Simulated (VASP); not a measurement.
## Al: single point with PBEsol

The system is Al.

```xyz
6
Lattice="2.0240 -2.0240 0.0000 2.0240 0.0000 -2.0240 9.1079 8.0959 7.0839" Properties=species:S:1:pos:R:3 pbc="T T T"
Al    3.3732   -0.6748   -0.6748
Al    7.4211    7.4211    7.4211
Al    3.3732    1.3492    1.3492
Al    7.4211    3.3732    3.3732
Al    3.3732    3.3732    3.3732
Al    7.4211    5.3971    5.3971
```

This cell differs from its parent crystal: the part above a cut slid along it.

* Program: VASP 6.6.1
* Task: single point
* Functional: PBEsol
* Potentials or basis: VASP PAW PBE potentials, release 64 (Al)
* Cutoff: 520 eV
* k mesh: 19 × 19 × 4
* Occupations: gaussian, width 0.15 eV
* Spin: no spin polarisation
* Dipole correction: no
* Further INCAR settings: ALGO = Fast; EDIFF = 1e-06; NBANDS = 18; ISYM = 0

The pressure is -0.5 GPa. The largest force is 1.033 eV/Å. The band gap on the k mesh is zero (bands 9 and 10 overlap by 5.72 eV).

Forces in eV/Å, atoms in the order of the input:
```
Al   0.329  0.922  0.328
Al  -0.329 -0.922 -0.328
Al   0.020 -0.027  0.020
Al   0.004  0.012  0.004
Al  -0.004 -0.012 -0.004
Al  -0.020  0.027 -0.020
```

Stress tensor (GPa, compression positive):
```
-1.12  1.34  0.37
 1.34  0.76  1.39
 0.37  1.39 -1.16
```

Levels at points of the mesh, in eV from the Fermi level:
| k point | band 6 | band 7 | band 8 | band 9 | band 10 | band 11 | band 12 | band 13 |
| --- | --- | --- | --- | --- | --- | --- | --- | --- |
| (0.00, 0.00, 0.00) | -4.56 | -4.34 | 0.47 | 0.53 | 6.48 | 6.65 | 10.79 | 10.81 |
| (0.00, 0.00, 0.50) | -6.44 | -2.14 | -2.11 | 3.37 | 3.46 | 9.56 | 9.99 | 10.74 |

It took 7.5 min on 1 thread of Intel(R) Xeon(R) 6975P-C (Granite Rapids), with other jobs on the host, peak memory 0.92 GiB.

Caveat: the cell differs from its parent crystal (the part above a cut slid along it); the PAW data sets were made with another functional, which shifts forces and pressure a little.
